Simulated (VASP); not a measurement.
Here is a VASP 6.6.1 calculation.

File INCAR:

```
SYSTEM = CdSe
PREC     = Accurate       ! precision mode
ENCUT    = 520            ! plane-wave cutoff, eV
EDIFF    = 1E-6           ! SCF threshold, eV
ISMEAR   = -1             ! smearing method
SIGMA    = 0.05           ! smearing width, eV
LREAL    = .FALSE.        ! projectors in reciprocal space
LASPH    = .TRUE.         ! aspherical terms in the spheres
NELM     = 100            ! most SCF steps
ALGO     = Normal         ! electronic algorithm
ISIF     = 2              ! what is computed and relaxed
LWAVE    = .FALSE.        ! write WAVECAR
LCHARG   = .FALSE.        ! write CHGCAR
GGA      = CA             ! functional
NBANDS   = 16             ! bands
```

Contents of KPOINTS:

```
Automatic mesh
0
G
  6 6 6
  0 0 0
```

The input POSCAR:

```
CdSe
1.0
   -0.0143697900      2.8739580000      2.8739580000
    2.8739580000     -0.0143697900      2.8739580000
    2.8595882100      2.8595882100      0.0000000000
Cd Se
1 1
Direct
    0.0000000000      0.0000000000      0.0000000000
    0.5000000000      0.5000000000      0.5000000000
```

Potentials or basis: VASP PAW LDA potentials, release 64 (Cd, Se).

The run is started by

```sh
$ cat potpaw_LDA.64/Cd/POTCAR potpaw_LDA.64/Se/POTCAR > POTCAR
$ mpirun -np 1 vasp_std > vasp.out
```

(1) Predict the pressure.

(2) Estimate the band gap on the k mesh.

Answers

(1) -5.5 GPa.

(2) zero (band 9 reaches 2.15 eV, above the bottom of band 10 at 1.52 eV).
